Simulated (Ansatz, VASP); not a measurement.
**BiTe: VASP beside Ansatz**

INCAR

```
  PREC = Accurate
  ENCUT = 520
  EDIFF = 1E-8
  ISMEAR = -1
  SIGMA = 0.08
  LREAL = F
  LASPH = T
  NELM = 80
  ALGO = Normal
  ISIF = 2
  LWAVE = F
  LCHARG = F
  GGA = CA
  LEFG = T
  NBANDS = 18
```

The input KPOINTS:

```
Automatic mesh
0
Gamma
  10 10 10
```

POSCAR

```
BiTe
1.0
    0.0000000000      3.2564244654      3.2564244654
    3.2564244654      0.0000000000      3.2564244654
    3.2564244654      3.2564244654      0.0000000000
Bi Te
1 1
Direct
    0.0000000000      0.0000000000      0.0000000000
    0.5000000000      0.5000000000      0.5000000000
```

Input for Ansatz:

```yaml
crystal:
  lattice:
    - [0.0, 3.2564244654, 3.2564244654]
    - [3.2564244654, 0.0, 3.2564244654]
    - [3.2564244654, 3.2564244654, 0.0]
  atoms:
    - { symbol: Bi, position: [0.0, 0.0, 0.0] }
    - { symbol: Te, position: [0.5, 0.5, 0.5] }
kpoints:
  mp_grid: { grid: [10, 10, 10] }
scf:
  occupations: { method: fermi_dirac, width: 0.08 }
hamiltonian:
  xc: lda
  pseudopotentials: { kind: all_electron, datasets: crystal }
output:
  forces: true
  stress: true
  eigenvalues: true
  efg: { contact_densities: true }
```

Change from the starting cell: volume scaled by 1.02, crystal datasets.

Alike in both runs: task electric field gradients; functional LDA; k mesh 10 × 10 × 10; occupations fermi-dirac, width 0.08 eV; no spin polarisation.

```csv
,VASP,Ansatz
version,VASP 6.6.1,Ansatz 0.2.0
potentials or method,"VASP PAW LDA potentials, release 64 (Bi_d, Te), cutoff 520 eV","all-electron PAW with datasets made for the crystal, scalar-relativistic"
```

|  | VASP | Ansatz | Ansatz less VASP |
| --- | --- | --- | --- |
| pressure (GPa) | -3.6 | -3.6 | -0.04 |

LDA's correlation is that of Perdew and Zunger in VASP and of Perdew and Wang (1992) in Ansatz. Ansatz ran all-electron here, and VASP with PAW potentials.

Neither program's run includes spin-orbit coupling.
